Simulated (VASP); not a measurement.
Runs of VASP 6.6.1 on SiC. The structure is that of space group P6_3/mmc (No. 194), or close to it. The cells are those of the table. 

```csv
task,level,potentials or basis,cell,k mesh,cutoff (eV),smearing,grid for exact exchange (PRECFOCK),gap on the mesh (eV),pressure (GPa),relaxed volume (Å³/atom)
single point,LDA,"VASP PAW LDA potentials, release 64 (Si, C)","a = 3.137, b = 3.137, c = 4.933 Å, angles 90.0, 90.0, 120.0°, 4 atoms",12 × 12 × 6,520,fermi-dirac 0.02 eV,-,none,-3.1,-
relaxation of cell and atoms,PBEsol,"VASP PAW PBE potentials, release 64 (Si, C)","relaxed from a = 3.165, b = 3.165, c = 4.870 Å, angles 90.0, 90.0, 120.0°, 4 atoms",12 × 12 × 6,600,fermi-dirac 0.02 eV,-,none,0.0,(a)
single point,PBE0,"VASP PAW PBE potentials, release 64 (Si, C)","a = 3.137, b = 3.137, c = 4.933 Å, angles 90.0, 90.0, 120.0°, 4 atoms",6 × 6 × 4,520,gaussian 0.01 eV,Normal,(b),-1.8,-
relaxation of cell and atoms,PBE,"VASP PAW PBE potentials, release 64 (Si, C)","relaxed from a = 3.135, b = 3.135, c = 3.918 Å, angles 90.0, 90.0, 120.0°, 4 atoms",12 × 12 × 6,600,fermi-dirac 0.02 eV,-,none,0.0,10.50
single point,PBEsol,"VASP PAW PBE potentials, release 64 (Si, C)","a = 3.167, b = 3.167, c = 4.696 Å, angles 90.0, 90.0, 120.0°, 4 atoms",12 × 12 × 6,520,fermi-dirac 0.02 eV,-,none,0.3,-
```

Alike in all rows: no spin polarisation.

**Question.** Fill in the values left out.

**Answer.** (a) 10.20; (b) 1.27.

Caveats: the PAW data sets were made with another functional, which shifts forces and pressure a little (some runs); the volume moved by over 15 % at a fixed basis, so the end points are rough (some runs).

A k mesh can miss the band edges.

A gap of «none» marks levels without a gap at the run's occupations.
